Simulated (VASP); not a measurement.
# Ca2C (Fm-3m) in VASP: single point with r2SCAN

Aim: the single point of Ca2C with r2SCAN.

All numbers are computed with VASP 6.6.1; they aren't measurements. Logs are shortened: lines on timing, memory, paths and dates and some standing lists are left out, and cuts for length are marked.

## (1) The cell of the first run

Symmetry: Fm-3m, No. 225, cubic system. The conventional cell has a = 6.411 Å, b = 6.411 Å, c = 6.411 Å, α = 90.00°, β = 90.00°, γ = 90.00°. C (site symmetry m-3m) has 8 Ca at 2.78 Å within 3.7 Å. Ca (site symmetry -43m) has 4 C at 2.78 Å and 6 Ca at 3.21 Å within 3.7 Å.

## (2) Single point, r2SCAN (strain +2.5%)

File POSCAR:

```
Ca2C
1.0
    0.0000000000      3.2055434724      3.2055434724
    3.2055434724      0.0000000000      3.2055434724
    3.2055434724      3.2055434724      0.0000000000
C Ca
1 2
Direct
    0.0000000000      0.0000000000      0.0000000000
    0.2500000000      0.2500000000      0.2500000000
    0.7500000000      0.7500000000      0.7500000000
```

File INCAR.step1:

```
PREC = Accurate
ENCUT = 520
ISMEAR = 0
SIGMA = 0.01
LREAL = F
LASPH = T
NELM = 80
NBANDS = 19
GGA = PE
ALGO = Normal
EDIFF = 1E-4
LWAVE = T
LCHARG = F
```

File INCAR.step2:

```
PREC = Accurate
ENCUT = 520
EDIFF = 1E-6
ISMEAR = 0
SIGMA = 0.01
LREAL = F
LASPH = T
NELM = 80
ALGO = Normal
ISIF = 2
LWAVE = F
LCHARG = F
METAGGA = R2SCAN
LMIXTAU = T
NBANDS = 19
ISTART = 1
```

File KPOINTS:

```
regular mesh
0
Gamma
  8 8 8
```

Potentials or basis: VASP PAW PBE potentials, release 64 (C, Ca_sv).

Launch:

```sh
$ cat potpaw_PBE.64/C/POTCAR potpaw_PBE.64/Ca_sv/POTCAR > POTCAR
$ cp INCAR.step1 INCAR
$ mpirun -np 1 vasp_std > vasp.out
$ cp INCAR.step2 INCAR
$ mpirun -np 1 vasp_std > vasp.out
```

OUTCAR:

```text
PREC = Accurate
   ENCUT = 520
   EDIFF = 1E-6
   ISMEAR = 0
   LREAL = F
   LASPH = T
   NELM = 80
   ISIF = 2
   METAGGA = R2SCAN
   ISTART = 1

 ion  position               nearest neighbor table
   1  0.000  0.000  0.000-
   2  0.250  0.250  0.250-
   3  0.750  0.750  0.750-

  LATTYP: Found a face centered cubic cell.
 ALAT       =     6.4110869448

  Lattice vectors:

 A1 = (   0.0000000000,   3.2055434724,   3.2055434724)
 A2 = (   3.2055434724,   0.0000000000,   3.2055434724)
 A3 = (   3.2055434724,   3.2055434724,   0.0000000000)

Analysis of symmetry for initial positions (statically):
=====================================================================
 Subroutine PRICEL returns:
 Original cell was already a primitive cell.

 Routine SETGRP: Setting up the symmetry group for a
 face centered cubic supercell.

 Subroutine GETGRP returns: Found 48 space group operations
 (whereof 48 operations were pure point group operations)
 out of a pool of 48 trial point group operations.

The static configuration has the point symmetry O_h .

Analysis of symmetry for dynamics (positions and initial velocities):
=====================================================================
 Subroutine PRICEL returns:
 Original cell was already a primitive cell.

 Routine SETGRP: Setting up the symmetry group for a
 face centered cubic supercell.

 Subroutine GETGRP returns: Found 48 space group operations
 (whereof 48 operations were pure point group operations)
 out of a pool of 48 trial point group operations.

The dynamic configuration has the point symmetry O_h .

 Subroutine INISYM returns: Found 48 space group operations
 (whereof 48 operations are pure point group operations),
 and found     1 'primitive' translations

----------------------------------------------------------------------------------------

                                     Primitive cell

  volume of cell :      65.8772

  direct lattice vectors                    reciprocal lattice vectors
     0.000000000  3.205543472  3.205543472    -0.155979791  0.155979791  0.155979791
     3.205543472  0.000000000  3.205543472     0.155979791 -0.155979791  0.155979791
     3.205543472  3.205543472  0.000000000     0.155979791  0.155979791 -0.155979791

  length of vectors
     4.533323053  4.533323053  4.533323053     0.270164922  0.270164922  0.270164922

  position of ions in fractional coordinates (direct lattice)
     0.000000000  0.000000000  0.000000000
     0.250000000  0.250000000  0.250000000
     0.750000000  0.750000000  0.750000000

  ion indices of the primitive-cell ions
   primitive index   ion index
                 1           1
                 2           2
                 3           3

----------------------------------------------------------------------------------------

 KPOINTS: regular mesh

Automatic generation of k-mesh.
 Grid dimensions read from file:
 generate k-points for:    8    8    8

 Generating k-lattice:

  Cartesian coordinates                     Fractional coordinates (reciprocal lattice)
    -0.019497474  0.019497474  0.019497474     0.125000000  0.000000000  0.000000000
     0.019497474 -0.019497474  0.019497474     0.000000000  0.125000000  0.000000000
     0.019497474  0.019497474 -0.019497474     0.000000000  0.000000000  0.125000000

  Length of vectors
     0.033770615  0.033770615  0.033770615

  Shift w.r.t. Gamma in fractional coordinates (k-lattice)
     0.000000000  0.000000000  0.000000000

 Subroutine IBZKPT returns following result:
 ===========================================

 Found     29 irreducible k-points:

 Following reciprocal coordinates:
            Coordinates               Weight
  0.000000  0.000000  0.000000      1.000000
  0.125000  0.000000  0.000000      8.000000
  0.250000  0.000000  0.000000      8.000000
  0.375000  0.000000  0.000000      8.000000
  0.500000  0.000000  0.000000      4.000000
  0.125000  0.125000  0.000000      6.000000
[... 16 lines left out ...]
  0.500000  0.250000  0.125000     48.000000
 -0.375000  0.250000  0.125000     24.000000
 [... further k-points ...]
   k-points           NKPTS =     29   k-points in BZ     NKDIM =     29   number of bands    NBANDS=     19
   number of dos      NEDOS =    301   number of ions     NIONS =      3
   total plane-waves  NPLWV =  46656
   dimension x,y,z NGX =    36 NGY =   36 NGZ =   36
   dimension x,y,z NGXF=    72 NGYF=   72 NGZF=   72
   ions per type =               1   2
   NGX,Y,Z   is equivalent  to a cutoff of  13.20, 13.20, 13.20 a.u.
   NGXF,Y,Z  is equivalent  to a cutoff of  26.40, 26.40, 26.40 a.u.
 SYSTEM =  unknown system
   PREC   = accura    normal or accurate (medium, high low for compatibility)
   ISTART =      1    job   : 0-new  1-cont  2-samecut
   ICHARG =      0    charge: 1-file 2-atom 10-const
   ISPIN  =      1    spin polarized calculation?
   LNONCOLLINEAR =      F non collinear calculations
   LSORBIT =      F    spin-orbit coupling
   LASPH  =      T    aspherical Exc in radial PAW
   ENCUT  =  520.0 eV  38.22 Ry    6.18 a.u.   8.43  8.43  8.43*2*pi/ulx,y,z
   NELM   =     80;   NELMIN=  2; NELMDL=  0     # of ELM steps
   EDIFF  = 0.1E-05   stopping-criterion for ELM
   LREAL  =      F    real-space projection
   EDIFFG = 0.1E-04   stopping-criterion for IOM
   NSW    =      0    number of steps for IOM
   IBRION =     -1    ionic relax: 0-MD 1-quasi-New 2-CG
   NFREE  =      0    steps in history (QN), initial steepest desc. (CG)
   ISIF   =      2    stress and relaxation
   ISYM   =      2    0-nonsym 1-usesym 2-fastsym
   POTIM  = 0.5000    time-step for ionic-motion
   TEBEG  =    0.0;   TEEND  =   0.0 temperature during run
   PSTRESS=    0.0 pullay stress
   NELECT =      24.0000    total number of electrons
   NUPDOWN=      -1.0000    fix difference up-down
   EMIN   =  10.00;   EMAX   =-10.00  energy-range for DOS
   EFERMI =   0.00;   METHOD = LEGACY
   ISMEAR =     0;   SIGMA  =   0.01  broadening in eV -4-tet -1-fermi 0-gaus
   EFERMI_NEDOS =   21; number of points for ismear=-14 and -15
   IALGO  =     38    algorithm
   IMIX   =      4    mixing-type and parameters
     AMIX     =   0.40;   BMIX     =  1.00
     AMIX_MAG =   1.60;   BMIX_MAG =  1.00
  volume/ion in A,a.u.               =      21.96       148.19
  Fermi-wavevector in a.u.,A,eV,Ry     =   1.169231  2.209526 18.600533  1.367101
  Thomas-Fermi vector in A             =   2.305706
   LORBIT       =      0    0 simple, 1 ext, 2 COOP (PROOUT), +10 PAW based schemes
   METAGGA = R2SCAN    functional components
   LHFCALC =     F    Hartree Fock is set to
   AEXX    =    0.0000 exact exchange contribution
   IVDW    =     0    specifies the selected vdW correction
   LEPSILON=     F    determine dielectric tensor
   LRPA    =     F    only Hartree local field effects (RPA)
 non-spin polarized calculation
 Gauss-broadening in eV      SIGMA  =   0.01
  energy-cutoff  :      520.00
  volume of cell :       65.88
 maximum number of plane-waves:      1807
 NGX is ok and might be reduce to    36
   NGX = 17   NGY = 17   NGZ = 17

 number of electron      23.9999998 magnetization

 Free energy of the ion-electron system (eV)
  ---------------------------------------------------
  ext. energy  EPLUGINS =         0.00000000
  ---------------------------------------------------
  free energy    TOTEN  =       -23.25820549 eV

  energy without entropy =      -23.25820549  energy(sigma->0) =      -23.25820549

 E-fermi :   2.8716     XC(G=0):  -9.6686

 val. band max:        2.8043299371   @ k =   0.5000   0.5000   0.0000
 cond. band min:       3.2850486772   @ k =   0.5000   0.5000   0.0000
 fundamental gap:      0.4807187401
 Fermi energy:         2.8716395519

 k-point     1 :       0.0000    0.0000    0.0000
  band No.  band energies     occupation
      1     -39.3178      2.00000
      2     -39.1596      2.00000
      3     -19.5749      2.00000
      4     -19.5749      2.00000
      5     -19.5749      2.00000
      6     -19.2258      2.00000
[... 11 lines left out ...]
     18       8.8145      0.00000
     19       9.5594      0.00000

 k-point     2 :       0.1250    0.0000    0.0000
  band No.  band energies     occupation
      1     -39.3115      2.00000
      2     -39.1654      2.00000
      3     -19.5674      2.00000
      4     -19.5632      2.00000
      5     -19.5631      2.00000
      6     -19.2470      2.00000
[... 11 lines left out ...]
     18       8.6265      0.00000
     19       9.6732      0.00000

 k-point     3 :       0.2500    0.0000    0.0000
  band No.  band energies     occupation
      1     -39.2938      2.00000
      2     -39.1819      2.00000
      3     -19.5442      2.00000
      4     -19.5291      2.00000
      5     -19.5290      2.00000
      6     -19.3027      2.00000
[... 11 lines left out ...]
     18       8.2121      0.00000
     19       8.9621      0.00000

 k-point     4 :       0.3750    0.0000    0.0000
  band No.  band energies     occupation
      1     -39.2675      2.00000
      2     -39.2070      2.00000
      3     -19.5044      2.00000
      4     -19.4762      2.00000
      5     -19.4762      2.00000
      6     -19.3748      2.00000
[... 11 lines left out ...]
     18       7.8004      0.00000
     19       8.0757      0.00000

 k-point     5 :       0.5000    0.0000    0.0000
  band No.  band energies     occupation
      1     -39.2370      2.00000
      2     -39.2370      2.00000
      3     -19.4561      2.00000
      4     -19.4364      2.00000
      5     -19.4143      2.00000
      6     -19.4143      2.00000
[... 11 lines left out ...]
     18       7.5603      0.00000
     19       7.6936      0.00000

 k-point     6 :       0.1250    0.1250    0.0000
  band No.  band energies     occupation
      1     -39.3097      2.00000
      2     -39.1670      2.00000
      3     -19.5864      2.00000
      4     -19.5864      2.00000
      5     -19.5121      2.00000
      6     -19.3054      2.00000
[... 11 lines left out ...]
     18       8.5042      0.00000
     19       9.1632      0.00000

 k-point     7 :       0.2500    0.1250    0.0000
  band No.  band energies     occupation
      1     -39.2966      2.00000
      2     -39.1791      2.00000
      3     -19.5874      2.00000
      4     -19.5841      2.00000
      5     -19.4469      2.00000
      6     -19.3877      2.00000
[... 11 lines left out ...]
     18       8.2041      0.00000
     19       8.6932      0.00000

 k-point     8 :       0.3750    0.1250    0.0000
  band No.  band energies     occupation
      1     -39.2745      2.00000
      2     -39.2000      2.00000
      3     -19.5676      2.00000
      4     -19.5552      2.00000
      5     -19.4724      2.00000
      6     -19.3758      2.00000
[... 256 lines left out ...]
 k-point    20 :      -0.3750    0.3750    0.0000
  band No.  band energies     occupation
      1     -39.2471      2.00000
      2     -39.2253      2.00000
      3     -19.7216      2.00000
      4     -19.6045      2.00000
      5     -19.5917      2.00000
      6     -19.2468      2.00000
[... 11 lines left out ...]
     18       7.9340      0.00000
     19       8.3491      0.00000

 k-point    21 :       0.5000    0.5000    0.0000
  band No.  band energies     occupation
      1     -39.2623      2.00000
      2     -39.2097      2.00000
      3     -19.7483      2.00000
      4     -19.6527      2.00000
      5     -19.6526      2.00000
      6     -19.1769      2.00000
[... 11 lines left out ...]
     18       8.1625      0.00000
     19       8.1625      0.00000

 k-point    22 :       0.3750    0.2500    0.1250
  band No.  band energies     occupation
      1     -39.2823      2.00000
      2     -39.1923      2.00000
      3     -19.6270      2.00000
      4     -19.5491      2.00000
      5     -19.4827      2.00000
      6     -19.3667      2.00000
[... 11 lines left out ...]
     18       7.8460      0.00000
     19       8.8451      0.00000

 k-point    23 :       0.5000    0.2500    0.1250
  band No.  band energies     occupation
      1     -39.2611      2.00000
      2     -39.2125      2.00000
      3     -19.6403      2.00000
      4     -19.5639      2.00000
      5     -19.4920      2.00000
      6     -19.3450      2.00000
[... 11 lines left out ...]
     18       8.1261      0.00000
     19       8.4891      0.00000

 k-point    24 :      -0.3750    0.2500    0.1250
  band No.  band energies     occupation
      1     -39.2366      2.00000
      2     -39.2366      2.00000
      3     -19.6273      2.00000
      4     -19.6107      2.00000
      5     -19.4211      2.00000
      6     -19.4205      2.00000
[... 11 lines left out ...]
     18       7.9815      0.00000
     19       8.4075      0.00000

 [... further k-points ...]

------------------------ aborting loop because EDIFF is reached ----------------------------------------

  FORCE on cell =-STRESS in cart. coord.  units (eV):
  Direction    XX          YY          ZZ          XY          YZ          ZX
  --------------------------------------------------------------------------------------
  -------------------------------------------------------------------------------------
  Total       -1.3699013     -1.3699013     -1.3699013      0.0000000      0.0000000      0.0000000
  in kB      -33.3169192    -33.3169192    -33.3169192      0.0000000      0.0000000      0.0000000
  external PRESSURE =     -33.3169192 kB  Pullay stress =       0.0000000 kB

 VOLUME and BASIS-vectors are now :
 -----------------------------------------------------------------------------
  energy-cutoff  :      520.00
  volume of cell :       65.88
      direct lattice vectors                 reciprocal lattice vectors
     0.000000000  3.205543472  3.205543472    -0.155979791  0.155979791  0.155979791
     3.205543472  0.000000000  3.205543472     0.155979791 -0.155979791  0.155979791
     3.205543472  3.205543472  0.000000000     0.155979791  0.155979791 -0.155979791

 POSITION                                       TOTAL-FORCE (eV/Angst)
 -----------------------------------------------------------------------------------
      0.00000      0.00000      0.00000         0.000000      0.000000      0.000000
      1.60277      1.60277      1.60277        -0.000000     -0.000000     -0.000000
      4.80832      4.80832      4.80832         0.000000     -0.000000      0.000000
 -----------------------------------------------------------------------------------
    total drift:                                0.000000      0.000000      0.000000

  FREE ENERGIE OF THE ION-ELECTRON SYSTEM (eV)
  ---------------------------------------------------
  free  energy   TOTEN  =       -23.2582054855 eV

  energy  without entropy=      -23.2582054855  energy(sigma->0) =      -23.25820549
```

Run time: 3.6 min. Hardware: 1 thread of Intel Xeon 8259CL, shared host; peak memory 0.23 GiB.

Results:

| Item | Value |
| --- | --- |
| Free energy | -23.2582 eV |
| Pressure | -3.3 GPa |
| Band gap on the k mesh | 0.48 eV |

Levels at points of the mesh, in eV from the valence-band top:
```tsv
k point	band 9	band 10	band 11	band 12	band 13	band 14	band 15	band 16
(0.00, 0.00, 0.00)	-8.77	-0.91	-0.91	-0.91	0.89	2.25	2.25	6.01
(0.50, 0.00, 0.00)	-8.25	-1.89	-0.33	-0.33	3.02	3.27	3.27	4.30
(0.50, 0.50, 0.00)	-8.12	-1.88	0.00	0.00	0.48	2.85	3.10	5.01
```

Caveat: the cell differs from its parent crystal (strain +2.5%); the cell stands under tension; the PAW data sets were made with another functional, which shifts forces and pressure a little.
